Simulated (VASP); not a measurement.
The system is Ta3BeAl.

```xyz
5
Lattice="4.0990 0.0000 0.0000 0.0000 4.0990 0.0000 0.0000 0.0000 4.0990" Properties=species:S:1:pos:R:3 pbc="T T T"
Ta    0.0000    2.0495    2.0495
Ta    2.0495    0.0000    2.0495
Ta    2.0495    2.0495    0.0000
Be    0.0000    0.0000    0.0000
Al    2.0495    2.0495    2.0495
```

* Program: VASP 6.6.1
* Task: relaxation of cell and atoms
* Functional: PBE
* Potentials or basis: VASP PAW PBE potentials, release 64 (Ta_pv, Be, Al)
* Cutoff: 600 eV
* k mesh: 4 × 4 × 4
* Occupations: gaussian, width 0.1 eV
* Spin: no spin polarisation

At the start: pressure 90.7 GPa; volume 13.77 Å³/atom.

Question: Where does the relaxation end?

Answer: Over 5 steps the energy falls by 1351.9 meV/atom and the volume is 20.28 Å³/atom (+47.3 %); space group Pm-3m (No. 221, to 0.05 Å).

The path:
```csv
step,energy change (eV),largest force (eV/Å),pressure (GPa),volume (Å³)
1,0.0000,0.0000,90.68,68.87
2,1.0120,0.0000,-18.99,179.45
3,-6.6900,0.0000,-4.62,106.07
4,-6.7510,0.0000,-1.67,103.00
5,-6.7593,0.0000,0.03,101.41
```

Final structure:
```
Ta Be Al
1.0
     4.66329    0.00000    0.00000
     0.00000    4.66329    0.00000
     0.00000    0.00000    4.66329
Ta Be Al
3 1 1
Direct
  0.00000 0.50000 0.50000
  0.50000 0.00000 0.50000
  0.50000 0.50000 0.00000
  0.00000 0.00000 0.00000
  0.50000 0.50000 0.50000
```

Caveat: the k points lie up to 0.34 Å⁻¹ apart in the final cell; the volume moved by over 15 % at a fixed basis, so the end points are rough.
